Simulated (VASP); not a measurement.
The system is TiAl3.

```xyz
4
Lattice="-1.9111 1.9111 4.2807 1.9111 -1.9111 4.2807 1.9111 1.9111 -4.2807" Properties=species:S:1:pos:R:3 pbc="T T T"
Ti    0.0000    0.0000    0.0000
Al    1.9111    0.0000    2.1403
Al    0.0000    1.9111    2.1403
Al    0.0000    0.0000    4.2807
```

Base run:

* Program: VASP 6.6.1
* Functional: RPBE
* Potentials or basis: VASP PAW PBE potentials, release 64 (Ti_sv, Al)
* Cutoff: 520 eV
* k mesh: 6 × 6 × 6
* Occupations: fermi-dirac, width 0.05 eV
* Spin: no spin polarisation

Its results: band gap on the k mesh zero (an odd number of electrons rules out a gap without spin polarisation); pressure 4.2 GPa.

Q: The run is repeated on the same cell with these changes: functional from RPBE to BLYP. What comes out?

A: Band gap on the k mesh zero (an odd number of electrons rules out a gap without spin polarisation); pressure 5.3 GPa.

Caveats: the cell stands under pressure; the PAW data sets were made with another functional, which shifts forces and pressure a little.
